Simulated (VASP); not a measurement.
# Rb3Ba (Fm-3m) in VASP: notebook

Runs on Rb3Ba. Level: PBE. Tasks: single point.

All numbers are computed with VASP 6.6.1; they aren't measurements. Logs are shortened: lines on timing, memory, paths and dates and some standing lists are left out, and cuts for length are marked.

**1. The cell of the first run**

It takes space group Fm-3m (No. 225, cubic). Conventional cell: a = 11.029 Å, b = 11.029 Å, c = 11.029 Å, α = 90.00°, β = 90.00°, γ = 90.00°.

**2. Single point, PBE**

INCAR reads:

```
ALGO = Fast
EDIFF = 1E-7
ENCUT = 520
GGA = PE
ISIF = 2
ISMEAR = 0
ISYM = 0
LASPH = True
LCHARG = False
LREAL = False
LWAVE = False
NBANDS = 26
NELM = 100
PREC = Accurate
SIGMA = 0.1
```

KPOINTS reads:

```
Automatic mesh
0
Gamma
  2 2 2
  0.5 0.5 0.5
```

POSCAR reads:

```
Rb3Ba
1.0
    0.0000000000      5.5144300000      5.5144300000
    5.5144300000      0.0000000000      5.5144300000
    5.5144300000      5.5144300000      0.0000000000
Rb Ba
3 1
Direct
    0.2500000000      0.2500000000      0.2500000000
    0.7500000000      0.7500000000      0.7500000000
    0.5000000000      0.5000000000      0.5000000000
    0.0000000000      0.0000000000      0.0000000000
```

Potentials or basis: VASP PAW PBE potentials, release 64 (Rb_sv, Ba_sv).

The run is started by

```console
> cat potpaw_PBE.64/Rb_sv/POTCAR potpaw_PBE.64/Ba_sv/POTCAR > POTCAR
> mpirun -np 1 vasp_std > vasp.out
```

OUTCAR:

```text
EDIFF = 1E-7
   ENCUT = 520
   GGA = PE
   ISIF = 2
   ISMEAR = 0
   ISYM = 0
   LASPH = True
   LREAL = False
   NELM = 100
   PREC = Accurate

 ion  position               nearest neighbor table
   1  0.250  0.250  0.250-   4 4.78   4 4.78   4 4.78   3 4.78   4 4.78   3 4.78   3 4.78   3 4.78
                             2 5.51   2 5.51   2 5.51   2 5.51   2 5.51   2 5.51
   2  0.750  0.750  0.750-   3 4.78   3 4.78   3 4.78   3 4.78   4 4.78   4 4.78   4 4.78   4 4.78
                             1 5.51   1 5.51   1 5.51   1 5.51   1 5.51   1 5.51
   3  0.500  0.500  0.500-   1 4.78   1 4.78   1 4.78   1 4.78   2 4.78   2 4.78   2 4.78   2 4.78

   4  0.000  0.000  0.000-   2 4.78   2 4.78   2 4.78   1 4.78   2 4.78   1 4.78   1 4.78   1 4.78

IMPORTANT INFORMATION: All symmetrisations will be switched off!
NOSYMM: (Re-)initialisation of all symmetry stuff for point group C_1.

----------------------------------------------------------------------------------------

                                     Primitive cell

  volume of cell :     335.3759

  direct lattice vectors                    reciprocal lattice vectors
     0.000000000  5.514430000  5.514430000    -0.090671203  0.090671203  0.090671203
     5.514430000  0.000000000  5.514430000     0.090671203 -0.090671203  0.090671203
     5.514430000  5.514430000  0.000000000     0.090671203  0.090671203 -0.090671203

  length of vectors
     7.798581695  7.798581695  7.798581695     0.157047130  0.157047130  0.157047130

  position of ions in fractional coordinates (direct lattice)
     0.250000000  0.250000000  0.250000000
     0.750000000  0.750000000  0.750000000
     0.500000000  0.500000000  0.500000000
     0.000000000  0.000000000  0.000000000

  ion indices of the primitive-cell ions
   primitive index   ion index
                 1           1
                 2           2
                 3           3
                 4           4

----------------------------------------------------------------------------------------

 KPOINTS: Automatic mesh

Automatic generation of k-mesh.
 Grid dimensions read from file:
 generate k-points for:    2    2    2

 Generating k-lattice:

  Cartesian coordinates                     Fractional coordinates (reciprocal lattice)
    -0.045335601  0.045335601  0.045335601     0.500000000  0.000000000  0.000000000
     0.045335601 -0.045335601  0.045335601     0.000000000  0.500000000  0.000000000
     0.045335601  0.045335601 -0.045335601     0.000000000  0.000000000  0.500000000

[... 48 lines left out ...]
   LREAL  =      F    real-space projection
   EDIFFG = 0.1E-05   stopping-criterion for IOM
   NSW    =      0    number of steps for IOM
   IBRION =     -1    ionic relax: 0-MD 1-quasi-New 2-CG
   NFREE  =      0    steps in history (QN), initial steepest desc. (CG)
   ISIF   =      2    stress and relaxation
   ISYM   =      0    0-nonsym 1-usesym 2-fastsym
   POTIM  = 0.5000    time-step for ionic-motion
   TEBEG  =    0.0;   TEEND  =   0.0 temperature during run
   PSTRESS=    0.0 pullay stress
   NELECT =      37.0000    total number of electrons
   NUPDOWN=      -1.0000    fix difference up-down
   EMIN   =  10.00;   EMAX   =-10.00  energy-range for DOS
   EFERMI =   0.00;   METHOD = LEGACY
   ISMEAR =     0;   SIGMA  =   0.10  broadening in eV -4-tet -1-fermi 0-gaus
   EFERMI_NEDOS =   21; number of points for ismear=-14 and -15
   IALGO  =     68    algorithm
   IMIX   =      4    mixing-type and parameters
     AMIX     =   0.40;   BMIX     =  1.00
     AMIX_MAG =   1.60;   BMIX_MAG =  1.00
  volume/ion in A,a.u.               =      83.84       565.81
  Fermi-wavevector in a.u.,A,eV,Ry     =   0.785172  1.483760  8.387924  0.616495
  Thomas-Fermi vector in A             =   1.889454
   LORBIT       =      0    0 simple, 1 ext, 2 COOP (PROOUT), +10 PAW based schemes
   GGA     = PE    functional components
   LHFCALC =     F    Hartree Fock is set to
   AEXX    =    0.0000 exact exchange contribution
   IVDW    =     0    specifies the selected vdW correction
   LEPSILON=     F    determine dielectric tensor
   LRPA    =     F    only Hartree local field effects (RPA)
 non-spin polarized calculation
 RMM-DIIS sequential band-by-band and
 Gauss-broadening in eV      SIGMA  =   0.10
  energy-cutoff  :      520.00
  volume of cell :      335.38
 maximum number of plane-waves:      9048
 NGX is ok and might be reduce to    60
   NGX = 29   NGY = 29   NGZ = 29

 number of electron      37.0000000 magnetization

 Free energy of the ion-electron system (eV)
  ---------------------------------------------------
  ext. energy  EPLUGINS =         0.00000000
  ---------------------------------------------------
  free energy    TOTEN  =        -4.06598164 eV

  energy without entropy =       -3.99611982  energy(sigma->0) =       -4.03105073

 E-fermi :   0.3317     XC(G=0):  -5.9091

 val. band max:        0.2892080301   @ k =   0.2500   0.5000   0.0000
 cond. band min:       0.3353846255   @ k =   0.2500   0.0000   0.0000
 fundamental gap:      0.0461765954
 Fermi energy:         0.3317299772

 k-point     1 :       0.2500    0.2500    0.2500
  band No.  band energies     occupation
      1     -29.7852      2.00000
      2     -28.3071      2.00000
      3     -28.2376      2.00000
      4     -28.2370      2.00000
      5     -14.9010      2.00000
      6     -14.9010      2.00000
[... 453 lines left out ...]
     25       1.5005      0.00000
     26       2.4845      0.00000

------------------------ aborting loop because EDIFF is reached ----------------------------------------

  FORCE on cell =-STRESS in cart. coord.  units (eV):
  Direction    XX          YY          ZZ          XY          YZ          ZX
  --------------------------------------------------------------------------------------
  -------------------------------------------------------------------------------------
  Total        0.0964060      0.0963911      0.0964057     -0.0000152      0.0000039      0.0000073
  in kB        0.4605565      0.4604851      0.4605551     -0.0000726      0.0000188      0.0000350
  external PRESSURE =       0.4605322 kB  Pullay stress =       0.0000000 kB

 VOLUME and BASIS-vectors are now :
 -----------------------------------------------------------------------------
  energy-cutoff  :      520.00
  volume of cell :      335.38
      direct lattice vectors                 reciprocal lattice vectors
     0.000000000  5.514430000  5.514430000    -0.090671203  0.090671203  0.090671203
     5.514430000  0.000000000  5.514430000     0.090671203 -0.090671203  0.090671203
     5.514430000  5.514430000  0.000000000     0.090671203  0.090671203 -0.090671203

 POSITION                                       TOTAL-FORCE (eV/Angst)
 -----------------------------------------------------------------------------------
      2.75721      2.75721      2.75721         0.000009     -0.000012      0.000027
      8.27164      8.27164      8.27164        -0.000011      0.000004      0.000020
      5.51443      5.51443      5.51443        -0.000011      0.000019     -0.000036
      0.00000      0.00000      0.00000         0.000013     -0.000012     -0.000012
 -----------------------------------------------------------------------------------
    total drift:                               -0.000041      0.000057      0.000033

  FREE ENERGIE OF THE ION-ELECTRON SYSTEM (eV)
  ---------------------------------------------------
  free  energy   TOTEN  =        -4.0659816380 eV

  energy  without entropy=       -3.9961198153  energy(sigma->0) =       -4.03105073
```

OSZICAR:

```text
N       E                     dE             d eps       ncg     rms          rms(c)
DAV:   1     0.280921621258E+03    0.28092E+03   -0.13809E+04   832   0.109E+03
DAV:   2     0.252497195465E+02   -0.25567E+03   -0.25221E+03  1174   0.228E+02
DAV:   3    -0.276592240370E+01   -0.28016E+02   -0.27951E+02  1214   0.749E+01
DAV:   4    -0.401429607819E+01   -0.12484E+01   -0.12441E+01  1128   0.146E+01
DAV:   5    -0.406023506091E+01   -0.45939E-01   -0.45922E-01  1224   0.252E+00    0.272E+00
RMM:   6    -0.405862618962E+01    0.16089E-02   -0.23806E-02  1134   0.706E-01    0.173E+00
RMM:   7    -0.406538260431E+01   -0.67564E-02   -0.50982E-02  1147   0.929E-01    0.138E-01
RMM:   8    -0.406578445921E+01   -0.40185E-03   -0.91136E-03  1206   0.295E-01    0.571E-02
RMM:   9    -0.406597916667E+01   -0.19471E-03   -0.27359E-03  1272   0.141E-01    0.424E-02
RMM:  10    -0.406596039155E+01    0.18775E-04   -0.48123E-04  1400   0.661E-02    0.173E-02
RMM:  11    -0.406596693918E+01   -0.65476E-05   -0.22103E-04  1466   0.369E-02    0.514E-03
RMM:  12    -0.406597581147E+01   -0.88723E-05   -0.92146E-05  1494   0.199E-02    0.363E-03
RMM:  13    -0.406597894576E+01   -0.31343E-05   -0.32712E-05  1379   0.127E-02    0.412E-03
RMM:  14    -0.406598045055E+01   -0.15048E-05   -0.14602E-05  1322   0.844E-03    0.269E-03
RMM:  15    -0.406598162483E+01   -0.11743E-05   -0.54100E-06  1300   0.952E-03    0.301E-03
RMM:  16    -0.406598164528E+01   -0.20452E-07   -0.34064E-06  1192   0.487E-03    0.128E-03
RMM:  17    -0.406598165953E+01   -0.14256E-07   -0.16803E-06  1133   0.331E-03    0.264E-04
RMM:  18    -0.406598163802E+01    0.21514E-07   -0.54356E-07   906   0.211E-03
   1 F= -.40659816E+01 E0= -.40310507E+01  d E =-.698618E-01
```

Run time: 3.6 min. Hardware: 1 thread of Intel Xeon Platinum 8488C (Sapphire Rapids), shared host; peak memory 0.56 GiB.

Results:

```yaml
Free_energy: -4.0660 eV
Pressure: 0.0 GPa
Band_gap_on_the_k_mesh: zero (an odd number of electrons rules out a gap without spin polarisation)
```

Caveat: the k points lie up to 0.49 Å⁻¹ apart, too coarse for converged energies and pressures of a metal; spin-orbit coupling is left out, which moves the levels of the heavy elements.

**3. Single point, PBE**

INCAR reads:

```
SYSTEM = Rb3Ba
  PREC = Accurate
  ENCUT = 520
  EDIFF = 1E-7
  ISMEAR = 0
  SIGMA = 0.1
  LREAL = .FALSE.
  LASPH = .TRUE.
  NELM = 80
  ALGO = Fast
  ISIF = 2
  LWAVE = .FALSE.
  LCHARG = .TRUE.
  GGA = PE
  LELF = .TRUE.
  LVHAR = .TRUE.
  ISYM = 0
  NBANDS = 26
```

KPOINTS reads:

```
Automatic mesh
0
Gamma
  4 4 4
  0.5 0.5 0.5
```

POSCAR is that of step 2.

Potentials or basis: VASP PAW PBE potentials, release 64 (Rb_sv, Ba_sv).

The run is started by

```console
> cat potpaw_PBE.64/Rb_sv/POTCAR potpaw_PBE.64/Ba_sv/POTCAR > POTCAR
> mpirun -np 1 vasp_std > vasp.out
```

OUTCAR:

```text
SYSTEM = Rb3Ba
   PREC = Accurate
   ENCUT = 520
   EDIFF = 1E-7
   ISMEAR = 0
   LREAL = .FALSE.
   LASPH = .TRUE.
   NELM = 80
   ISIF = 2
   GGA = PE
   ISYM = 0

 ion  position               nearest neighbor table
   1  0.250  0.250  0.250-   4 4.78   4 4.78   4 4.78   3 4.78   4 4.78   3 4.78   3 4.78   3 4.78
                             2 5.51   2 5.51   2 5.51   2 5.51   2 5.51   2 5.51
   2  0.750  0.750  0.750-   3 4.78   3 4.78   3 4.78   3 4.78   4 4.78   4 4.78   4 4.78   4 4.78
                             1 5.51   1 5.51   1 5.51   1 5.51   1 5.51   1 5.51
   3  0.500  0.500  0.500-   1 4.78   1 4.78   1 4.78   1 4.78   2 4.78   2 4.78   2 4.78   2 4.78

   4  0.000  0.000  0.000-   2 4.78   2 4.78   2 4.78   1 4.78   2 4.78   1 4.78   1 4.78   1 4.78

IMPORTANT INFORMATION: All symmetrisations will be switched off!
NOSYMM: (Re-)initialisation of all symmetry stuff for point group C_1.

----------------------------------------------------------------------------------------

                                     Primitive cell

  volume of cell :     335.3759

  direct lattice vectors                    reciprocal lattice vectors
[... 144 lines left out ...]
 cond. band min:       0.3429513623   @ k =  -0.1250   0.5000  -0.2500
 fundamental gap:      0.1214327153
 Fermi energy:         0.2771554974

 k-point     1 :       0.1250    0.1250    0.1250
  band No.  band energies     occupation
      1     -29.8008      2.00000
      2     -28.3078      2.00000
      3     -28.2248      2.00000
      4     -28.2240      2.00000
      5     -14.9152      2.00000
      6     -14.9151      2.00000
[... 685 lines left out ...]
     25       1.4865      0.00000
     26       2.1414      0.00000

 [... further k-points ...]

------------------------ aborting loop because EDIFF is reached ----------------------------------------

  FORCE on cell =-STRESS in cart. coord.  units (eV):
  Direction    XX          YY          ZZ          XY          YZ          ZX
  --------------------------------------------------------------------------------------
  -------------------------------------------------------------------------------------
  Total       -0.0385778     -0.0385834     -0.0385836     -0.0000008     -0.0000008     -0.0000048
  in kB       -0.1842959     -0.1843228     -0.1843237     -0.0000040     -0.0000040     -0.0000231
  external PRESSURE =      -0.1843141 kB  Pullay stress =       0.0000000 kB

 VOLUME and BASIS-vectors are now :
 -----------------------------------------------------------------------------
  energy-cutoff  :      520.00
  volume of cell :      335.38
      direct lattice vectors                 reciprocal lattice vectors
     0.000000000  5.514430000  5.514430000    -0.090671203  0.090671203  0.090671203
     5.514430000  0.000000000  5.514430000     0.090671203 -0.090671203  0.090671203
     5.514430000  5.514430000  0.000000000     0.090671203  0.090671203 -0.090671203

 POSITION                                       TOTAL-FORCE (eV/Angst)
 -----------------------------------------------------------------------------------
      2.75721      2.75721      2.75721         0.000010     -0.000007     -0.000009
      8.27164      8.27164      8.27164         0.000004     -0.000000      0.000004
      5.51443      5.51443      5.51443        -0.000012      0.000012      0.000005
      0.00000      0.00000      0.00000        -0.000002     -0.000005      0.000000
 -----------------------------------------------------------------------------------
    total drift:                                0.000011      0.000019      0.000002

  FREE ENERGIE OF THE ION-ELECTRON SYSTEM (eV)
  ---------------------------------------------------
  free  energy   TOTEN  =        -4.1741494131 eV

  energy  without entropy=       -4.1502504885  energy(sigma->0) =       -4.16219995
```

OSZICAR:

```text
N       E                     dE             d eps       ncg     rms          rms(c)
DAV:   1     0.281009659046E+03    0.28101E+03   -0.13866E+04  6656   0.109E+03
DAV:   2     0.263629250072E+02   -0.25465E+03   -0.25069E+03  9312   0.228E+02
DAV:   3    -0.301780648599E+01   -0.29381E+02   -0.29243E+02 10068   0.750E+01
DAV:   4    -0.412299631990E+01   -0.11052E+01   -0.11020E+01  8682   0.146E+01
DAV:   5    -0.416859125302E+01   -0.45595E-01   -0.45583E-01  9966   0.249E+00    0.252E+00
RMM:   6    -0.416795838942E+01    0.63286E-03   -0.20210E-02  8998   0.672E-01    0.158E+00
RMM:   7    -0.417366497275E+01   -0.57066E-02   -0.47201E-02  9215   0.888E-01    0.125E-01
RMM:   8    -0.417398388980E+01   -0.31892E-03   -0.69810E-03  9638   0.281E-01    0.390E-02
RMM:   9    -0.417412317068E+01   -0.13928E-03   -0.20801E-03 10415   0.126E-01    0.262E-02
RMM:  10    -0.417411732854E+01    0.58421E-05   -0.41392E-04 10769   0.658E-02    0.998E-03
RMM:  11    -0.417413937960E+01   -0.22051E-04   -0.23956E-04 11622   0.373E-02    0.952E-03
RMM:  12    -0.417414439732E+01   -0.50177E-05   -0.76843E-05 11817   0.218E-02    0.764E-03
RMM:  13    -0.417414748781E+01   -0.30905E-05   -0.39156E-05 11383   0.139E-02    0.616E-03
RMM:  14    -0.417414809888E+01   -0.61107E-06   -0.11496E-05 10537   0.125E-02    0.698E-04
RMM:  15    -0.417414889018E+01   -0.79131E-06   -0.74226E-06 10458   0.669E-03    0.100E-03
RMM:  16    -0.417414909398E+01   -0.20379E-06   -0.26718E-06  9916   0.397E-03    0.118E-03
RMM:  17    -0.417414935014E+01   -0.25617E-06   -0.10221E-06  9263   0.316E-03    0.297E-04
RMM:  18    -0.417414941314E+01   -0.62995E-07   -0.54315E-07  7062   0.197E-03
   1 F= -.41741494E+01 E0= -.41622000E+01  d E =-.238989E-01
```

Wall time 23 min (1 thread of Intel Xeon Platinum 8488C (Sapphire Rapids), shared host); peak memory 1.2 GiB.

What came out:

- Free energy: -4.1741 eV
- Pressure: 0.0 GPa
- Band gap on the k mesh: zero (an odd number of electrons rules out a gap without spin polarisation)

Levels at points of the mesh, in eV from the Fermi level:
| k point | band 16 | band 17 | band 18 | band 19 | band 20 | band 21 |
| --- | --- | --- | --- | --- | --- | --- |
| (0.12, 0.12, 0.12) | -12.58 | -2.10 | 0.44 | 0.51 | 0.51 | 0.58 |

Caveat: spin-orbit coupling is left out, which moves the levels of the heavy elements.
